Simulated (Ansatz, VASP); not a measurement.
# Two plane-wave programs on BeTeS3

Contents of INCAR:

```
  PREC = Accurate
  ENCUT = 520
  EDIFF = 1E-7
  ISMEAR = 0
  SIGMA = 0.1
  LREAL = False
  LASPH = True
  NELM = 100
  ALGO = Normal
  ISIF = 2
  LWAVE = False
  LCHARG = True
  GGA = PE
  LELF = True
  LVHAR = True
  NBANDS = 21
```

Contents of KPOINTS:

```
regular mesh
0
Gamma
  4 4 2
```

File POSCAR:

```
BeTeS3
1.0
    2.3966452600     -3.0114498000      0.0000000000
    2.3966452600      3.0114498000      0.0000000000
    0.0000000000      0.0000000000      7.7353338600
Be Te S
1 1 3
Direct
    0.5000000000      0.5000000000      0.0000000000
    0.0000000000      0.0000000000      0.0000000000
    0.3419955200      0.6580044800      0.5000000000
    0.6580044800      0.3419955200      0.5000000000
    0.0000000000      0.0000000000      0.5000000000
```

Input for Ansatz:

```yaml
crystal:
  lattice:
    - [2.39664526, -3.0114498, 0.0]
    - [2.39664526, 3.0114498, 0.0]
    - [0.0, 0.0, 7.73533386]
  atoms:
    - { symbol: Be, position: [0.5, 0.5, 0.0] }
    - { symbol: Te, position: [0.0, 0.0, 0.0] }
    - { symbol: S, position: [0.34199552, 0.65800448, 0.5] }
    - { symbol: S, position: [0.65800448, 0.34199552, 0.5] }
    - { symbol: S, position: [0.0, 0.0, 0.5] }
basis:
  ecutwfc: 420
kpoints:
  mp_grid: { grid: [4, 4, 2] }
hamiltonian:
  xc: pbe
scf:
  occupations: { method: gaussian, width: 0.1 }
  lower_state_search: "off"
output:
  forces: true
  stress: true
  eigenvalues: true
```

Alike in both runs: task single point; functional PBE; k mesh 4 × 4 × 2; occupations gaussian, width 0.1 eV; no spin polarisation.

|  | VASP | Ansatz |
| --- | --- | --- |
| version | VASP 6.6.1 | Ansatz 0.2.0 |
| potentials or method | VASP PAW PBE potentials, release 64 (Be, Te, S), cutoff 520 eV | scalar-relativistic, plane waves, PAW |
| valence electrons in the cell | 26 | 36 |

|  | VASP | Ansatz | Ansatz less VASP |
| --- | --- | --- | --- |
| gap on the k mesh at the Fermi level (eV) | none | none | - |
| pressure (GPa) | 12.3 | 12.6 | +0.27 |
| traceless stress, the component that is largest in VASP (GPa) | 14.02 | 14.59 | +0.574 |
| rms of the force components (eV/Å) | 0.991 | 1.033 | +0.0421 |

Atom by atom the forces differ by 0.042 eV/Å (rms over components). A gap of «none» marks a metal or a gap that the smearing closes. VASP's potentials hold 26 valence electrons a cell and Ansatz's 36, so a difference there can come from the potentials and not from the codes.

The k mesh is coarse, so the values compare programs but aren't converged. Spin-orbit coupling is off throughout.
